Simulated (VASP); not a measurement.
# Au (Fm-3m) in VASP: single point with PBEsol

Aim: the single point of Au with PBEsol.

Program: VASP 6.6.1. These are calculated values, not measurements. Logs are shortened: lines on timing, memory, paths and dates and some standing lists are left out, and cuts for length are marked.

## 1. The cell of the first run

It takes space group Fm-3m (No. 225, cubic). Conventional cell: a = 4.082 Å, b = 4.082 Å, c = 4.082 Å, α = 90.00°, β = 90.00°, γ = 90.00°. Au (site symmetry m-3m) has 12 Au at 2.89 Å within 3.8 Å.

## 2. Single point, PBEsol

Contents of INCAR:

```
PREC     = Accurate       # precision mode
ENCUT    = 520            # plane-wave cutoff, eV
EDIFF    = 1E-6           # SCF threshold, eV
ISMEAR   = 1              # smearing method
SIGMA    = 0.1            # smearing width, eV
LREAL    = F              # projectors in reciprocal space
LASPH    = T              # aspherical terms in the spheres
NELM     = 80             # most SCF steps
ALGO     = Normal         # electronic algorithm
ISIF     = 2              # what is computed and relaxed
LWAVE    = F              # write WAVECAR
LCHARG   = T              # write CHGCAR
GGA      = PS             # functional
LELF     = T              # ELF
LVHAR    = T            
NBANDS   = 12             # bands
```

Contents of KPOINTS:

```
regular mesh
0
Gamma
  34 34 34
```

Contents of POSCAR:

```
Au
1.0
    0.0000000000      2.0410784060      2.0410784060
    2.0410784060      0.0000000000      2.0410784060
    2.0410784060      2.0410784060      0.0000000000
Au
1
Direct
    0.0000000000      0.0000000000      0.0000000000
```

Potentials or basis: VASP PAW PBE potentials, release 64 (Au).

Run with:

```
cat potpaw_PBE.64/Au/POTCAR > POTCAR
mpirun -np 1 vasp_std > vasp.out
```

OUTCAR:

```text
PREC = Accurate
   ENCUT = 520
   EDIFF = 1E-6
   ISMEAR = 1
   LREAL = F
   LASPH = T
   NELM = 80
   ISIF = 2
   GGA = PS

 ion  position               nearest neighbor table
   1  0.000  0.000  0.000-

  LATTYP: Found a face centered cubic cell.
 ALAT       =     4.0821568120

  Lattice vectors:

 A1 = (   0.0000000000,   2.0410784060,   2.0410784060)
 A2 = (   2.0410784060,   0.0000000000,   2.0410784060)
 A3 = (   2.0410784060,   2.0410784060,   0.0000000000)

Analysis of symmetry for initial positions (statically):
=====================================================================
 Subroutine PRICEL returns:
 Original cell was already a primitive cell.

 Routine SETGRP: Setting up the symmetry group for a
 face centered cubic supercell.

 Subroutine GETGRP returns: Found 48 space group operations
 (whereof 48 operations were pure point group operations)
 out of a pool of 48 trial point group operations.

The static configuration has the point symmetry O_h .

Analysis of symmetry for dynamics (positions and initial velocities):
=====================================================================
 Subroutine PRICEL returns:
 Original cell was already a primitive cell.

 Routine SETGRP: Setting up the symmetry group for a
 face centered cubic supercell.

 Subroutine GETGRP returns: Found 48 space group operations
 (whereof 48 operations were pure point group operations)
 out of a pool of 48 trial point group operations.

The dynamic configuration has the point symmetry O_h .

 Subroutine INISYM returns: Found 48 space group operations
 (whereof 48 operations are pure point group operations),
 and found     1 'primitive' translations

----------------------------------------------------------------------------------------

                                     Primitive cell

  volume of cell :      17.0063

  direct lattice vectors                    reciprocal lattice vectors
     0.000000000  2.041078406  2.041078406    -0.244968541  0.244968541  0.244968541
     2.041078406  0.000000000  2.041078406     0.244968541 -0.244968541  0.244968541
     2.041078406  2.041078406  0.000000000     0.244968541  0.244968541 -0.244968541

  length of vectors
     2.886520764  2.886520764  2.886520764     0.424297960  0.424297960  0.424297960

  position of ions in fractional coordinates (direct lattice)
     0.000000000  0.000000000  0.000000000

  ion indices of the primitive-cell ions
   primitive index   ion index
                 1           1

----------------------------------------------------------------------------------------

 KPOINTS: regular mesh

Automatic generation of k-mesh.
 Grid dimensions read from file:
 generate k-points for:   34   34   34

 Generating k-lattice:

  Cartesian coordinates                     Fractional coordinates (reciprocal lattice)
    -0.007204957  0.007204957  0.007204957     0.029411765  0.000000000  0.000000000
     0.007204957 -0.007204957  0.007204957     0.000000000  0.029411765  0.000000000
     0.007204957  0.007204957 -0.007204957     0.000000000  0.000000000  0.029411765

  Length of vectors
     0.012479352  0.012479352  0.012479352

  Shift w.r.t. Gamma in fractional coordinates (k-lattice)
     0.000000000  0.000000000  0.000000000

 Subroutine IBZKPT returns following result:
 ===========================================

 Found   1059 irreducible k-points:

 Following reciprocal coordinates:
            Coordinates               Weight
  0.000000  0.000000  0.000000      1.000000
  0.029412  0.000000  0.000000      8.000000
  0.058824  0.000000  0.000000      8.000000
  0.088235  0.000000  0.000000      8.000000
  0.117647  0.000000  0.000000      8.000000
  0.147059  0.000000  0.000000      8.000000
[... 16 lines left out ...]
  0.147059  0.029412  0.000000     24.000000
  0.176471  0.029412  0.000000     24.000000
 [... further k-points ...]
   k-points           NKPTS =   1059   k-points in BZ     NKDIM =   1059   number of bands    NBANDS=     12
   number of dos      NEDOS =    301   number of ions     NIONS =      1
   total plane-waves  NPLWV =  13824
   dimension x,y,z NGX =    24 NGY =   24 NGZ =   24
   dimension x,y,z NGXF=    48 NGYF=   48 NGZF=   48
   ions per type =               1
   NGX,Y,Z   is equivalent  to a cutoff of  13.82, 13.82, 13.82 a.u.
   NGXF,Y,Z  is equivalent  to a cutoff of  27.65, 27.65, 27.65 a.u.
 SYSTEM =  unknown system
   PREC   = accura    normal or accurate (medium, high low for compatibility)
   ISTART =      0    job   : 0-new  1-cont  2-samecut
   ICHARG =      2    charge: 1-file 2-atom 10-const
   ISPIN  =      1    spin polarized calculation?
   LNONCOLLINEAR =      F non collinear calculations
   LSORBIT =      F    spin-orbit coupling
   LASPH  =      T    aspherical Exc in radial PAW
   ENCUT  =  520.0 eV  38.22 Ry    6.18 a.u.   5.37  5.37  5.37*2*pi/ulx,y,z
   NELM   =     80;   NELMIN=  2; NELMDL= -5     # of ELM steps
   EDIFF  = 0.1E-05   stopping-criterion for ELM
   LREAL  =      F    real-space projection
   EDIFFG = 0.1E-04   stopping-criterion for IOM
   NSW    =      0    number of steps for IOM
   IBRION =     -1    ionic relax: 0-MD 1-quasi-New 2-CG
   NFREE  =      0    steps in history (QN), initial steepest desc. (CG)
   ISIF   =      2    stress and relaxation
   ISYM   =      2    0-nonsym 1-usesym 2-fastsym
   POTIM  = 0.5000    time-step for ionic-motion
   TEBEG  =    0.0;   TEEND  =   0.0 temperature during run
   PSTRESS=    0.0 pullay stress
   NELECT =      11.0000    total number of electrons
   NUPDOWN=      -1.0000    fix difference up-down
   EMIN   =  10.00;   EMAX   =-10.00  energy-range for DOS
   EFERMI =   0.00;   METHOD = LEGACY
   ISMEAR =     1;   SIGMA  =   0.10  broadening in eV -4-tet -1-fermi 0-gaus
   EFERMI_NEDOS =   21; number of points for ismear=-14 and -15
   IALGO  =     38    algorithm
   IMIX   =      4    mixing-type and parameters
     AMIX     =   0.40;   BMIX     =  1.00
     AMIX_MAG =   1.60;   BMIX_MAG =  1.00
  volume/ion in A,a.u.               =      17.01       114.76
  Fermi-wavevector in a.u.,A,eV,Ry     =   1.415803  2.675479 27.272837  2.004497
  Thomas-Fermi vector in A             =   2.537203
   LORBIT       =      0    0 simple, 1 ext, 2 COOP (PROOUT), +10 PAW based schemes
   GGA     = PS    functional components
   LHFCALC =     F    Hartree Fock is set to
   AEXX    =    0.0000 exact exchange contribution
   IVDW    =     0    specifies the selected vdW correction
   LEPSILON=     F    determine dielectric tensor
   LRPA    =     F    only Hartree local field effects (RPA)
 non-spin polarized calculation
 Methfessel and Paxton  Order N= 1 SIGMA  =   0.10
  energy-cutoff  :      520.00
  volume of cell :       17.01
 maximum number of plane-waves:       473
 NGX is ok and might be reduce to    24
   NGX = 11   NGY = 11   NGZ = 11

 number of electron      11.0000000 magnetization

 Free energy of the ion-electron system (eV)
  ---------------------------------------------------
  ext. energy  EPLUGINS =         0.00000000
  ---------------------------------------------------
  free energy    TOTEN  =        -3.92435518 eV

  energy without entropy =       -3.92454385  energy(sigma->0) =       -3.92441807

 E-fermi :   9.3282     XC(G=0): -12.8974

 val. band max:        9.3164814690   @ k =   0.4706   0.4118   0.0294
 cond. band min:       9.3414860975   @ k =   0.5000   0.3235   0.1176
 fundamental gap:      0.0250046285
 Fermi energy:         9.3281911682

 k-point     1 :       0.0000    0.0000    0.0000
  band No.  band energies     occupation
      1      -0.6301      2.00000
      2       4.6214      2.00000
      3       4.6214      2.00000
      4       4.6214      2.00000
      5       6.1567      2.00000
      6       6.1567      2.00000
      7      23.8103      0.00000
      8      27.8165      0.00000
      9      27.8165      0.00000
     10      27.8165      0.00000
     11      32.6900      0.00000
     12      37.3756      0.00000

 k-point     2 :       0.0294    0.0000    0.0000
  band No.  band energies     occupation
      1      -0.5997      2.00000
      2       4.6110      2.00000
      3       4.6322      2.00000
      4       4.6322      2.00000
      5       6.1516      2.00000
      6       6.1516      2.00000
      7      23.8478      0.00000
      8      27.5946      0.00000
      9      27.8532      0.00000
     10      27.8532      0.00000
     11      32.8983      0.00000
     12      36.8159      0.00000

 k-point     3 :       0.0588    0.0000    0.0000
  band No.  band energies     occupation
      1      -0.5089      2.00000
      2       4.5809      2.00000
      3       4.6635      2.00000
      4       4.6635      2.00000
      5       6.1373      2.00000
      6       6.1373      2.00000
      7      23.9551      0.00000
      8      27.0233      0.00000
      9      27.9616      0.00000
     10      27.9616      0.00000
     11      33.3597      0.00000
     12      35.9391      0.00000
[... 286 lines left out ...]
 k-point    23 :       0.1471    0.0294    0.0000
  band No.  band energies     occupation
      1       0.0333      2.00000
      2       4.4203      2.00000
      3       4.8248      2.00000
      4       4.8339      2.00000
      5       6.0129      2.00000
      6       6.1687      2.00000
      7      24.2349      0.00000
      8      25.0177      0.00000
      9      28.1803      0.00000
     10      28.7708      0.00000
     11      32.3419      0.00000
     12      34.3930      0.00000

 k-point    24 :       0.1765    0.0294    0.0000
  band No.  band energies     occupation
      1       0.3129      2.00000
      2       4.3720      2.00000
      3       4.8807      2.00000
      4       4.8883      2.00000
      5       6.0103      2.00000
      6       6.1915      2.00000
      7      23.5218      0.00000
      8      24.9331      0.00000
      9      28.3557      0.00000
     10      29.1529      0.00000
     11      31.5757      0.00000
     12      33.7396      0.00000

 [... further k-points ...]

------------------------ aborting loop because EDIFF is reached ----------------------------------------

  FORCE on cell =-STRESS in cart. coord.  units (eV):
  Direction    XX          YY          ZZ          XY          YZ          ZX
  --------------------------------------------------------------------------------------
  -------------------------------------------------------------------------------------
  Total       -0.0272676     -0.0272676     -0.0272676     -0.0000000      0.0000000      0.0000000
  in kB       -2.5689078     -2.5689078     -2.5689078     -0.0000000      0.0000000      0.0000000
  external PRESSURE =      -2.5689078 kB  Pullay stress =       0.0000000 kB

 VOLUME and BASIS-vectors are now :
 -----------------------------------------------------------------------------
  energy-cutoff  :      520.00
  volume of cell :       17.01
      direct lattice vectors                 reciprocal lattice vectors
     0.000000000  2.041078406  2.041078406    -0.244968541  0.244968541  0.244968541
     2.041078406  0.000000000  2.041078406     0.244968541 -0.244968541  0.244968541
     2.041078406  2.041078406  0.000000000     0.244968541  0.244968541 -0.244968541

 POSITION                                       TOTAL-FORCE (eV/Angst)
 -----------------------------------------------------------------------------------
      0.00000      0.00000      0.00000         0.000000     -0.000000     -0.000000
 -----------------------------------------------------------------------------------
    total drift:                               -0.000000      0.000000     -0.000000

  FREE ENERGIE OF THE ION-ELECTRON SYSTEM (eV)
  ---------------------------------------------------
  free  energy   TOTEN  =        -3.9243551788 eV

  energy  without entropy=       -3.9245438478  energy(sigma->0) =       -3.92441807
```

Run time: 98 s. Hardware: 1 thread of Intel Xeon Platinum 8488C (Sapphire Rapids), shared host; peak memory 0.32 GiB.

Results:

- Free energy: -3.9244 eV
- Pressure: -0.3 GPa

Levels at points of the mesh, in eV from the Fermi level:
| k point | band 2 | band 3 | band 4 | band 5 | band 6 | band 7 | band 8 | band 9 | band 10 | band 11 |
| --- | --- | --- | --- | --- | --- | --- | --- | --- | --- | --- |
| (0.00, 0.00, 0.00) | -4.71 | -4.71 | -4.71 | -3.17 | -3.17 | 14.48 | 18.49 | 18.49 | 18.49 | 23.36 |
| (0.50, 0.00, 0.00) | -4.74 | -4.74 | -1.96 | -1.96 | -1.05 | 3.05 | 13.92 | 17.09 | 17.09 | 24.90 |
| (0.50, 0.50, 0.00) | -6.78 | -2.01 | -1.64 | -1.64 | 0.93 | 5.74 | 9.94 | 9.94 | 17.17 | 19.80 |

Caveat: the PAW data sets were made with another functional, which shifts forces and pressure a little; spin-orbit coupling is left out, which moves the levels of the heavy elements.
